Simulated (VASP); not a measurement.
# Al2BAs2 (I4/mmm) in VASP: notebook

Al2BAs2 is run at these levels: PBE; tasks: single point, relaxation of cell and atoms.

All numbers are computed with VASP 6.6.1; they aren't measurements. Logs are shortened: lines on timing, memory, paths and dates and some standing lists are left out, and cuts for length are marked.

**1. The cell of the first run**

It takes space group I4/mmm (No. 139, tetragonal). The conventional cell has a = 4.469 Å, b = 4.469 Å, c = 9.117 Å, α = 90.00°, β = 90.00°, γ = 90.00°. Within 3.0 Å of Al (site symmetry 4mm) lie 4 As at 2.27 Å and 1 B at 2.67 Å. B (site symmetry 4/mmm) has 2 Al at 2.67 Å and 8 As at 3.19 Å within 3.5 Å. As (site symmetry -4m2) has 4 Al at 2.27 Å within 3.0 Å.

The cell was built from a structure type or drawn by symmetry, and may not be a known phase.

**2. Single point, PBE**

Input file INCAR:

```
ALGO = Normal
EDIFF = 1E-6
ENCUT = 520
GGA = PE
ISIF = 2
ISMEAR = 0
LASPH = True
LCHARG = False
LREAL = False
LWAVE = False
NBANDS = 18
NELM = 60
PREC = Accurate
SIGMA = 0.1
```

Input file KPOINTS:

```
k-points
0
Gamma
  6 6 6
```

Input file POSCAR:

```
Al2BAs2
1.0
   -2.2347081100      2.2347081100      4.5587438900
    2.2347081100     -2.2347081100      4.5587438900
    2.2347081100      2.2347081100     -4.5587438900
Al B As
2 1 2
Direct
    0.7924897400      0.7924897400      0.0000000000
    0.2075102600      0.2075102600      0.0000000000
    0.5000000000      0.5000000000      0.0000000000
    0.7500000000      0.2500000000      0.5000000000
    0.2500000000      0.7500000000      0.5000000000
```

Potentials or basis: VASP PAW PBE potentials, release 64 (Al, B, As).

Started as:

```
> cat potpaw_PBE.64/Al/POTCAR potpaw_PBE.64/B/POTCAR potpaw_PBE.64/As/POTCAR > POTCAR
> mpirun -np 1 vasp_std > vasp.out
```

OUTCAR:

```text
EDIFF = 1E-6
   ENCUT = 520
   GGA = PE
   ISIF = 2
   ISMEAR = 0
   LASPH = True
   LREAL = False
   NELM = 60
   PREC = Accurate

 ion  position               nearest neighbor table
   1  0.792  0.792  0.000-   4 2.27   5 2.27   4 2.27   5 2.27   3 2.67   2 3.25   2 3.25   2 3.25
                             2 3.25
   2  0.208  0.208  0.000-   4 2.27   5 2.27   4 2.27   5 2.27   3 2.67   1 3.25   1 3.25   1 3.25
                             1 3.25
   3  0.500  0.500  0.000-   1 2.67   2 2.67
   4  0.750  0.250  0.500-   1 2.27   2 2.27   1 2.27   2 2.27
   5  0.250  0.750  0.500-   1 2.27   2 2.27   1 2.27   2 2.27

  LATTYP: Found a body centered tetragonal cell.
 ALAT       =     4.4694162200
 C/A-ratio  =     2.0399728580

  Lattice vectors:

 A1 = (  -2.2347081100,   2.2347081100,   4.5587438900)
 A2 = (   2.2347081100,  -2.2347081100,   4.5587438900)
 A3 = (   2.2347081100,   2.2347081100,  -4.5587438900)

Analysis of symmetry for initial positions (statically):
=====================================================================
 Subroutine PRICEL returns:
 Original cell was already a primitive cell.

 Routine SETGRP: Setting up the symmetry group for a
 body centered tetragonal supercell.

 Subroutine GETGRP returns: Found 16 space group operations
 (whereof 16 operations were pure point group operations)
 out of a pool of 16 trial point group operations.

The static configuration has the point symmetry D_4h.

Analysis of symmetry for dynamics (positions and initial velocities):
=====================================================================
 Subroutine PRICEL returns:
 Original cell was already a primitive cell.

 Routine SETGRP: Setting up the symmetry group for a
 body centered tetragonal supercell.

 Subroutine GETGRP returns: Found 16 space group operations
 (whereof 16 operations were pure point group operations)
 out of a pool of 16 trial point group operations.

The dynamic configuration has the point symmetry D_4h.

 Subroutine INISYM returns: Found 16 space group operations
 (whereof 16 operations are pure point group operations),
 and found     1 'primitive' translations

----------------------------------------------------------------------------------------

                                     Primitive cell

  volume of cell :      91.0640

  direct lattice vectors                    reciprocal lattice vectors
    -2.234708110  2.234708110  4.558743890     0.000000000  0.223742867  0.109679335
     2.234708110 -2.234708110  4.558743890     0.223742867  0.000000000  0.109679335
     2.234708110  2.234708110 -4.558743890     0.223742867  0.223742867  0.000000000

  length of vectors
     5.547070085  5.547070085  5.547070085     0.249179508  0.249179508  0.316420197

  position of ions in fractional coordinates (direct lattice)
     0.792489740  0.792489740  0.000000000
     0.207510260  0.207510260  0.000000000
     0.500000000  0.500000000  0.000000000
     0.750000000  0.250000000  0.500000000
     0.250000000  0.750000000  0.500000000

  ion indices of the primitive-cell ions
   primitive index   ion index
                 1           1
                 2           2
                 3           3
                 4           4
                 5           5

----------------------------------------------------------------------------------------

 KPOINTS: k-points

Automatic generation of k-mesh.
 Grid dimensions read from file:
 generate k-points for:    6    6    6

 Generating k-lattice:

  Cartesian coordinates                     Fractional coordinates (reciprocal lattice)
     0.000000000  0.037290478  0.018279889     0.166666667 -0.000000000  0.000000000
     0.037290478  0.000000000  0.018279889    -0.000000000  0.166666667  0.000000000
     0.037290478  0.037290478  0.000000000     0.000000000  0.000000000  0.166666667

  Length of vectors
     0.041529918  0.041529918  0.052736700

  Shift w.r.t. Gamma in fractional coordinates (k-lattice)
     0.000000000  0.000000000  0.000000000

 Subroutine IBZKPT returns following result:
 ===========================================

 Found     30 irreducible k-points:

 Following reciprocal coordinates:
            Coordinates               Weight
  0.000000  0.000000  0.000000      1.000000
  0.166667 -0.000000  0.000000      8.000000
  0.333333 -0.000000  0.000000      8.000000
  0.500000 -0.000000  0.000000      4.000000
  0.166667  0.166667  0.000000      8.000000
  0.333333  0.166667  0.000000     16.000000
[... 16 lines left out ...]
 -0.333333 -0.333333  0.166667      8.000000
 -0.166667 -0.333333  0.166667      8.000000
 [... further k-points ...]
   k-points           NKPTS =     30   k-points in BZ     NKDIM =     30   number of bands    NBANDS=     18
   number of dos      NEDOS =    301   number of ions     NIONS =      5
   total plane-waves  NPLWV =  74088
   dimension x,y,z NGX =    42 NGY =   42 NGZ =   42
   dimension x,y,z NGXF=    84 NGYF=   84 NGZF=   84
   ions per type =               2   1   2
   NGX,Y,Z   is equivalent  to a cutoff of  12.59, 12.59, 12.59 a.u.
   NGXF,Y,Z  is equivalent  to a cutoff of  25.17, 25.17, 25.17 a.u.
 SYSTEM =  unknown system
   PREC   = accura    normal or accurate (medium, high low for compatibility)
   ISTART =      0    job   : 0-new  1-cont  2-samecut
   ICHARG =      2    charge: 1-file 2-atom 10-const
   ISPIN  =      1    spin polarized calculation?
   LNONCOLLINEAR =      F non collinear calculations
   LSORBIT =      F    spin-orbit coupling
   LASPH  =      T    aspherical Exc in radial PAW
   ENCUT  =  520.0 eV  38.22 Ry    6.18 a.u.  10.31 10.31 10.31*2*pi/ulx,y,z
   NELM   =     60;   NELMIN=  2; NELMDL= -5     # of ELM steps
   EDIFF  = 0.1E-05   stopping-criterion for ELM
   LREAL  =      F    real-space projection
   EDIFFG = 0.1E-04   stopping-criterion for IOM
   NSW    =      0    number of steps for IOM
   IBRION =     -1    ionic relax: 0-MD 1-quasi-New 2-CG
   NFREE  =      0    steps in history (QN), initial steepest desc. (CG)
   ISIF   =      2    stress and relaxation
   ISYM   =      2    0-nonsym 1-usesym 2-fastsym
   POTIM  = 0.5000    time-step for ionic-motion
   TEBEG  =    0.0;   TEEND  =   0.0 temperature during run
   PSTRESS=    0.0 pullay stress
   NELECT =      19.0000    total number of electrons
   NUPDOWN=      -1.0000    fix difference up-down
   EMIN   =  10.00;   EMAX   =-10.00  energy-range for DOS
   EFERMI =   0.00;   METHOD = LEGACY
   ISMEAR =     0;   SIGMA  =   0.10  broadening in eV -4-tet -1-fermi 0-gaus
   EFERMI_NEDOS =   21; number of points for ismear=-14 and -15
   IALGO  =     38    algorithm
   IMIX   =      4    mixing-type and parameters
     AMIX     =   0.40;   BMIX     =  1.00
     AMIX_MAG =   1.60;   BMIX_MAG =  1.00
  volume/ion in A,a.u.               =      18.21       122.91
  Fermi-wavevector in a.u.,A,eV,Ry     =   0.970980  1.834887 12.827611  0.942803
  Thomas-Fermi vector in A             =   2.101160
   LORBIT       =      0    0 simple, 1 ext, 2 COOP (PROOUT), +10 PAW based schemes
   GGA     = PE    functional components
   LHFCALC =     F    Hartree Fock is set to
   AEXX    =    0.0000 exact exchange contribution
   IVDW    =     0    specifies the selected vdW correction
   LEPSILON=     F    determine dielectric tensor
   LRPA    =     F    only Hartree local field effects (RPA)
 non-spin polarized calculation
 Gauss-broadening in eV      SIGMA  =   0.10
  energy-cutoff  :      520.00
  volume of cell :       91.06
 maximum number of plane-waves:      2485
 NGX is ok and might be reduce to    42
   NGX = 21   NGY = 21   NGZ = 21

 number of electron      18.9999999 magnetization

 Free energy of the ion-electron system (eV)
  ---------------------------------------------------
  ext. energy  EPLUGINS =         0.00000000
  ---------------------------------------------------
  free energy    TOTEN  =       -16.19882796 eV

  energy without entropy =      -16.18321200  energy(sigma->0) =      -16.19101998

 E-fermi :   5.3838     XC(G=0):  -9.6504

 val. band max:        5.3827656129   @ k =   0.0000   0.0000   0.0000
 cond. band min:       5.3883860988   @ k =   0.5000   0.5000   0.5000
 fundamental gap:      0.0056204859
 Fermi energy:         5.3838078409

 k-point     1 :       0.0000    0.0000    0.0000
  band No.  band energies     occupation
      1      -8.9473      2.00000
      2      -4.3982      2.00000
      3      -0.7695      2.00000
      4      -0.7695      2.00000
      5       0.2259      2.00000
      6       0.7063      2.00000
[... 10 lines left out ...]
     17      12.0831      0.00000
     18      12.0831      0.00000

 k-point     2 :       0.1667   -0.0000    0.0000
  band No.  band energies     occupation
      1      -8.7486      2.00000
      2      -4.9357      2.00000
      3      -0.6932      2.00000
      4      -0.5899      2.00000
      5      -0.1608      2.00000
      6       1.2433      2.00000
[... 10 lines left out ...]
     17      11.7559      0.00000
     18      11.8327      0.00000

 k-point     3 :       0.3333   -0.0000    0.0000
  band No.  band energies     occupation
      1      -8.1648      2.00000
      2      -6.0764      2.00000
      3      -0.7487      2.00000
      4      -0.0503      2.00000
      5       0.0371      2.00000
      6       1.4190      2.00000
[... 10 lines left out ...]
     17      11.9985      0.00000
     18      12.5774      0.00000

 k-point     4 :       0.5000   -0.0000    0.0000
  band No.  band energies     occupation
      1      -7.2495      2.00000
      2      -7.2290      2.00000
      3      -0.8168      2.00000
      4       0.6571      2.00000
      5       0.8137      2.00000
      6       0.8795      2.00000
[... 375 lines left out ...]
      4      -0.1957      2.00000
      5      -0.1535      2.00000
      6       1.8833      2.00000
[... 10 lines left out ...]
     17      12.3785      0.00000
     18      12.4510      0.00000

 k-point    23 :      -0.3333   -0.3333    0.1667
  band No.  band energies     occupation
      1      -8.4410      2.00000
      2      -5.2799      2.00000
      3      -2.0756      2.00000
      4      -1.2768      2.00000
      5       0.6444      2.00000
      6       1.6951      2.00000
[... 10 lines left out ...]
     17      11.3594      0.00000
     18      11.6648      0.00000

 k-point    24 :      -0.1667   -0.3333    0.1667
  band No.  band energies     occupation
      1      -8.6708      2.00000
      2      -4.9833      2.00000
      3      -1.3653      2.00000
      4      -0.6826      2.00000
      5      -0.6639      2.00000
      6       2.1035      2.00000
[... 10 lines left out ...]
     17      11.0251      0.00000
     18      11.5462      0.00000

 [... further k-points ...]

------------------------ aborting loop because EDIFF is reached ----------------------------------------

  FORCE on cell =-STRESS in cart. coord.  units (eV):
  Direction    XX          YY          ZZ          XY          YZ          ZX
  --------------------------------------------------------------------------------------
  -------------------------------------------------------------------------------------
  Total       24.5024081     24.5024081     -4.7319006      0.0000000     -0.0000000     -0.0000000
  in kB      431.0945733    431.0945733    -83.2529059      0.0000000     -0.0000000     -0.0000000
  external PRESSURE =     259.6454136 kB  Pullay stress =       0.0000000 kB

 VOLUME and BASIS-vectors are now :
 -----------------------------------------------------------------------------
  energy-cutoff  :      520.00
  volume of cell :       91.06
      direct lattice vectors                 reciprocal lattice vectors
    -2.234708110  2.234708110  4.558743890     0.000000000  0.223742867  0.109679335
     2.234708110 -2.234708110  4.558743890     0.223742867  0.000000000  0.109679335
     2.234708110  2.234708110 -4.558743890     0.223742867  0.223742867  0.000000000

 POSITION                                       TOTAL-FORCE (eV/Angst)
 -----------------------------------------------------------------------------------
      0.00000      0.00000      7.22552        -0.000000     -0.000000      0.977749
      0.00000      0.00000      1.89197        -0.000000     -0.000000     -0.977749
      0.00000      0.00000      4.55874         0.000000      0.000000     -0.000000
     -0.00000      2.23471      2.27937         0.000000      0.000000      0.000000
      2.23471     -0.00000      2.27937         0.000000      0.000000     -0.000000
 -----------------------------------------------------------------------------------
    total drift:                                0.000000      0.000000      0.000000

  FREE ENERGIE OF THE ION-ELECTRON SYSTEM (eV)
  ---------------------------------------------------
  free  energy   TOTEN  =       -16.1988279552 eV

  energy  without entropy=      -16.1832119994  energy(sigma->0) =      -16.19101998
```

It took 2.4 min on 1 thread of Intel Xeon 8259CL, shared host; peak memory 0.28 GiB.

What came out:

```
Free energy            : -16.1988 eV
Pressure               : 26.0 GPa
Largest force          : 0.978 eV/Å
Band gap on the k mesh : zero (an odd number of electrons rules out a gap without spin polarisation)
```

Forces on the atoms (eV/Å):
```
Al   0.000  0.000  0.978
Al   0.000  0.000 -0.978
B    0.000  0.000  0.000
As   0.000  0.000  0.000
As   0.000  0.000  0.000
```

Levels at points of the mesh, in eV from the Fermi level:
```
           k point  band 5  band 6  band 7  band 8  band 9  band 10  band 11  band 12  band 13  band 14
(0.00, 0.00, 0.00)   -5.16   -4.68   -2.83   -1.09   -1.09    -0.69     0.00     0.00     0.04     3.42
(0.50, 0.00, 0.00)   -4.57   -4.50   -4.28   -4.11   -1.07     0.61     1.00     1.79     2.19     3.89
(0.50, 0.50, 0.00)   -4.99   -3.65   -1.79   -0.81    0.13     0.30     0.76     0.82     2.72     4.30
(0.50, 0.50, 0.50)   -6.36   -3.89   -0.89   -0.89    0.00     0.27     0.98     1.42     1.42     3.63
```

Caveat: the cell stands under pressure.

(Continued in part 2 of 3.)
